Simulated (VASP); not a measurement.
# Hg (C2/m) in VASP: further runs, part 2 of 2

VASP 6.6.1. The steps go on from the part before.

## Step 5: Single point, r2SCAN

The input, POSCAR:

```
Hg
1.0
    2.4995197406     -1.8671804200      0.0836496533
    2.4995197406      1.8671804200      0.0836496533
   -1.4477689492      0.0000000000      7.9699295613
Hg
3
Direct
    0.6668425224      0.6668425224      0.3333396590
    0.3331574776      0.3331574776      0.6666603410
    0.0000000000      0.0000000000      0.0000000000
```

The input, INCAR.step1:

```
SYSTEM = Hg
  PREC = Accurate
  ENCUT = 520
  ISMEAR = -1
  SIGMA = 0.02
  LREAL = .False.
  LASPH = .True.
  NELM = 60
  NBANDS = 25
  GGA = PE
  ALGO = Normal
  EDIFF = 1E-4
  LWAVE = .True.
  LCHARG = .False.
```

The input, INCAR.step2:

```
SYSTEM = Hg
  PREC = Accurate
  ENCUT = 520
  EDIFF = 1E-6
  ISMEAR = -1
  SIGMA = 0.02
  LREAL = .False.
  LASPH = .True.
  NELM = 60
  ALGO = Normal
  ISIF = 2
  LWAVE = .False.
  LCHARG = .False.
  METAGGA = R2SCAN
  LMIXTAU = .True.
  NBANDS = 25
  ISTART = 1
```

The input, KPOINTS:

```
Automatic mesh
0
Gamma
  8 8 4
  0 0 0
```

Potentials or basis: VASP PAW PBE potentials, release 64 (Hg).

Command:

```sh
$ cat potpaw_PBE.64/Hg/POTCAR > POTCAR
$ cp INCAR.step1 INCAR
$ mpirun -np 1 vasp_std > vasp.out
$ cp INCAR.step2 INCAR
$ mpirun -np 1 vasp_std > vasp.out
```

OUTCAR:

```text
SYSTEM = Hg
   PREC = Accurate
   ENCUT = 520
   EDIFF = 1E-6
   ISMEAR = -1
   LREAL = .False.
   LASPH = .True.
   NELM = 60
   ISIF = 2
   METAGGA = R2SCAN
   ISTART = 1

 ion  position               nearest neighbor table
   1  0.667  0.667  0.333-   2 3.29   2 3.29   3 3.29   3 3.29   3 3.37   2 3.37
   2  0.333  0.333  0.667-   1 3.29   1 3.29   3 3.29   3 3.29   3 3.37   1 3.37
   3  0.000  0.000  0.000-   1 3.29   1 3.29   2 3.29   2 3.29   1 3.37   2 3.37

  LATTYP: Found a base centered monoclinic cell.
 ALAT       =     5.0018381414
 B/A-ratio  =     0.7465976976
 C/A-ratio  =     1.6194763879
 COS(beta)  =    -0.1457199836

  Lattice vectors:

 A1 = (   2.4995197406,  -1.8671804200,   0.0836496533)
 A2 = (   2.4995197406,   1.8671804200,   0.0836496533)
 A3 = (  -1.4477689492,   0.0000000000,   7.9699295613)

Analysis of symmetry for initial positions (statically):
=====================================================================
 Subroutine PRICEL returns:
 Original cell was already a primitive cell.

 Routine SETGRP: Setting up the symmetry group for a
 base centered monoclinic supercell.

 Subroutine GETGRP returns: Found  4 space group operations
 (whereof  4 operations were pure point group operations)
 out of a pool of  4 trial point group operations.

The static configuration has the point symmetry C_2h.

Analysis of symmetry for dynamics (positions and initial velocities):
=====================================================================
 Subroutine PRICEL returns:
 Original cell was already a primitive cell.

 Routine SETGRP: Setting up the symmetry group for a
 base centered monoclinic supercell.

 Subroutine GETGRP returns: Found  4 space group operations
 (whereof  4 operations were pure point group operations)
 out of a pool of  4 trial point group operations.

The dynamic configuration has the point symmetry C_2h.

 Subroutine INISYM returns: Found  4 space group operations
 (whereof  4 operations are pure point group operations),
 and found     1 'primitive' translations

----------------------------------------------------------------------------------------

                                     Primitive cell

  volume of cell :      74.8444

  direct lattice vectors                    reciprocal lattice vectors
     2.499519741 -1.867180420  0.083649653     0.198829686 -0.267783442  0.036118192
     2.499519741  1.867180420  0.083649653     0.198829686  0.267783442  0.036118192
    -1.447768949  0.000000000  7.969929561    -0.004173697  0.000000000  0.124713455

  length of vectors
     3.121050932  3.121050932  8.100358766     0.335478375  0.335478375  0.124783275

  position of ions in fractional coordinates (direct lattice)
     0.666842522  0.666842522  0.333339659
     0.333157478  0.333157478  0.666660341
     0.000000000  0.000000000  0.000000000

  ion indices of the primitive-cell ions
   primitive index   ion index
                 1           1
                 2           2
                 3           3

----------------------------------------------------------------------------------------

 KPOINTS: Automatic mesh

Automatic generation of k-mesh.
 Grid dimensions read from file:
 generate k-points for:    8    8    4

 Generating k-lattice:

  Cartesian coordinates                     Fractional coordinates (reciprocal lattice)
     0.024853711 -0.033472930  0.004514774     0.125000000  0.000000000 -0.000000000
     0.024853711  0.033472930  0.004514774     0.000000000  0.125000000 -0.000000000
    -0.001043424  0.000000000  0.031178364    -0.000000000 -0.000000000  0.250000000

  Length of vectors
     0.041934797  0.041934797  0.031195819

  Shift w.r.t. Gamma in fractional coordinates (k-lattice)
     0.000000000  0.000000000  0.000000000

 Subroutine IBZKPT returns following result:
 ===========================================

 Found     78 irreducible k-points:

 Following reciprocal coordinates:
            Coordinates               Weight
  0.000000  0.000000  0.000000      1.000000
  0.125000  0.000000  0.000000      4.000000
  0.250000  0.000000  0.000000      4.000000
  0.375000  0.000000  0.000000      4.000000
  0.500000  0.000000  0.000000      2.000000
  0.125000  0.125000  0.000000      2.000000
[... 16 lines left out ...]
  0.125000  0.000000  0.250000      4.000000
  0.250000  0.000000  0.250000      4.000000
 [... further k-points ...]
   k-points           NKPTS =     78   k-points in BZ     NKDIM =     78   number of bands    NBANDS=     25
   number of dos      NEDOS =    301   number of ions     NIONS =      3
   total plane-waves  NPLWV =  34560
   dimension x,y,z NGX =    24 NGY =   24 NGZ =   60
   dimension x,y,z NGXF=    48 NGYF=   48 NGZF=  120
   ions per type =               3
   NGX,Y,Z   is equivalent  to a cutoff of  12.78, 12.78, 12.31 a.u.
   NGXF,Y,Z  is equivalent  to a cutoff of  25.57, 25.57, 24.63 a.u.
 SYSTEM =  Hg
   PREC   = accura    normal or accurate (medium, high low for compatibility)
   ISTART =      1    job   : 0-new  1-cont  2-samecut
   ICHARG =      0    charge: 1-file 2-atom 10-const
   ISPIN  =      1    spin polarized calculation?
   LNONCOLLINEAR =      F non collinear calculations
   LSORBIT =      F    spin-orbit coupling
   LASPH  =      T    aspherical Exc in radial PAW
   ENCUT  =  520.0 eV  38.22 Ry    6.18 a.u.   5.80  5.80 15.06*2*pi/ulx,y,z
   NELM   =     60;   NELMIN=  2; NELMDL=  0     # of ELM steps
   EDIFF  = 0.1E-05   stopping-criterion for ELM
   LREAL  =      F    real-space projection
   EDIFFG = 0.1E-04   stopping-criterion for IOM
   NSW    =      0    number of steps for IOM
   IBRION =     -1    ionic relax: 0-MD 1-quasi-New 2-CG
   NFREE  =      0    steps in history (QN), initial steepest desc. (CG)
   ISIF   =      2    stress and relaxation
   ISYM   =      2    0-nonsym 1-usesym 2-fastsym
   POTIM  = 0.5000    time-step for ionic-motion
   TEBEG  =    0.0;   TEEND  =   0.0 temperature during run
   PSTRESS=    0.0 pullay stress
   NELECT =      36.0000    total number of electrons
   NUPDOWN=      -1.0000    fix difference up-down
   EMIN   =  10.00;   EMAX   =-10.00  energy-range for DOS
   EFERMI =   0.00;   METHOD = LEGACY
   ISMEAR =    -1;   SIGMA  =   0.02  broadening in eV -4-tet -1-fermi 0-gaus
   EFERMI_NEDOS =   21; number of points for ismear=-14 and -15
   IALGO  =     38    algorithm
   IMIX   =      4    mixing-type and parameters
     AMIX     =   0.40;   BMIX     =  1.00
     AMIX_MAG =   1.60;   BMIX_MAG =  1.00
  volume/ion in A,a.u.               =      24.95       168.36
  Fermi-wavevector in a.u.,A,eV,Ry     =   1.282692  2.423937 22.385659  1.645300
  Thomas-Fermi vector in A             =   2.414989
   LORBIT       =      0    0 simple, 1 ext, 2 COOP (PROOUT), +10 PAW based schemes
   METAGGA = R2SCAN    functional components
   LHFCALC =     F    Hartree Fock is set to
   AEXX    =    0.0000 exact exchange contribution
   IVDW    =     0    specifies the selected vdW correction
   LEPSILON=     F    determine dielectric tensor
   LRPA    =     F    only Hartree local field effects (RPA)
 non-spin polarized calculation
  energy-cutoff  :      520.00
  volume of cell :       74.84
 maximum number of plane-waves:      2032
   NGX = 11   NGY = 11   NGZ = 31

 number of electron      35.9999999 magnetization

 Free energy of the ion-electron system (eV)
  ---------------------------------------------------
  ext. energy  EPLUGINS =         0.00000000
  ---------------------------------------------------
  free energy    TOTEN  =      -148.06075049 eV

  energy without entropy =     -148.06051658  energy(sigma->0) =     -148.06063353

 E-fermi :   2.2632     XC(G=0): -11.1298

 val. band max:        1.9399157487   @ k =   0.1250   0.1250   0.5000
 cond. band min:       2.2638459018   @ k =   0.5000   0.5000   0.2500
 fundamental gap:      0.3239301531
 Fermi energy:         2.2632142342

 k-point     1 :       0.0000    0.0000    0.0000
  band No.  band energies     occupation
      1      -6.6112      2.00000
      2      -5.8007      2.00000
      3      -5.8007      2.00000
      4      -5.5841      2.00000
      5      -5.5839      2.00000
      6      -5.4087      2.00000
[... 17 lines left out ...]
     24      13.6147      0.00000
     25      16.1538      0.00000
[... 621 lines left out ...]
      3      -5.6461      2.00000
      4      -5.3525      2.00000
      5      -5.1263      2.00000
      6      -5.0966      2.00000
[... 17 lines left out ...]
     24      13.2732      0.00000
     25      13.3284      0.00000

 [... further k-points ...]

------------------------ aborting loop because EDIFF is reached ----------------------------------------

  FORCE on cell =-STRESS in cart. coord.  units (eV):
  Direction    XX          YY          ZZ          XY          YZ          ZX
  --------------------------------------------------------------------------------------
  -------------------------------------------------------------------------------------
  Total        1.0144865      0.9818657      0.9646734      0.0000000      0.0000000     -0.0068579
  in kB       21.7168740     21.0185679     20.6505376      0.0000000      0.0000000     -0.1468050
  external PRESSURE =      21.1286598 kB  Pullay stress =       0.0000000 kB

 VOLUME and BASIS-vectors are now :
 -----------------------------------------------------------------------------
  energy-cutoff  :      520.00
  volume of cell :       74.84
      direct lattice vectors                 reciprocal lattice vectors
     2.499519741 -1.867180420  0.083649653     0.198829686 -0.267783442  0.036118192
     2.499519741  1.867180420  0.083649653     0.198829686  0.267783442  0.036118192
    -1.447768949  0.000000000  7.969929561    -0.004173697  0.000000000  0.124713455

 POSITION                                       TOTAL-FORCE (eV/Angst)
 -----------------------------------------------------------------------------------
      2.85097      0.00000      2.76826        -0.000048      0.000000      0.000004
      0.70030      0.00000      5.36897         0.000048      0.000000     -0.000004
      0.00000      0.00000      0.00000         0.000000      0.000000     -0.000000
 -----------------------------------------------------------------------------------
    total drift:                                0.000000     -0.000000      0.000000

  FREE ENERGIE OF THE ION-ELECTRON SYSTEM (eV)
  ---------------------------------------------------
  free  energy   TOTEN  =      -148.0607504932 eV

  energy  without entropy=     -148.0605165759  energy(sigma->0) =     -148.06063353
```

Wall time 6.6 min (1 thread of AMD EPYC 9755, shared host); peak memory 0.22 GiB.

What came out:

| Item | Value |
| --- | --- |
| Free energy | -148.0608 eV |
| Pressure | 2.1 GPa |
| Band gap on the k mesh | zero (bands 18 and 19 overlap by 2.30 eV) |

Stress tensor (GPa, compression positive):
```
 2.17  0.00 -0.01
 0.00  2.10  0.00
-0.01  0.00  2.07
```

Caveat: the PAW data sets were made with another functional, which shifts forces and pressure a little; spin-orbit coupling is left out, which moves the levels of the heavy elements.

## Step 6: Summary

| level | cell | gap on the mesh (eV) | pressure (GPa) |
| --- | --- | --- | --- |
| PBE | a = 3.121, b = 3.121, c = 8.100 Å, angles 96.7, 96.7, 73.5°, 3 atoms | none | 3.4 |
| PBE+D3(BJ) | a = 3.144, b = 3.144, c = 8.126 Å, angles 96.6, 96.6, 73.3°, 3 atoms | none | 0.2 |
| r2SCAN+rVV10 | a = 3.121, b = 3.121, c = 8.100 Å, angles 96.7, 96.7, 73.5°, 3 atoms | none | 0.8 |
| r2SCAN | a = 3.121, b = 3.121, c = 8.100 Å, angles 96.7, 96.7, 73.5°, 3 atoms | none | 2.1 |

Alike in all rows: task single point; potentials or basis VASP PAW PBE potentials, release 64 (Hg); no spin polarisation; k mesh 8 × 8 × 4; cutoff (eV) 520; smearing fermi-dirac 0.02 eV.

The pressure there spans 0.8 GPa (r2SCAN+rVV10) to 3.4 GPa (PBE); a positive pressure means that this level wants a larger cell, a negative one a smaller.

Caveats: spin-orbit coupling is left out, which moves the levels of the heavy elements; the PAW data sets were made with another functional, which shifts forces and pressure a little (at least some runs); the cell stands under pressure (at least some runs).

Absolute energies hang on the potentials; compare differences alone.

The gap in the log of VASP goes by the Fermi energy; the results here count the filled bands.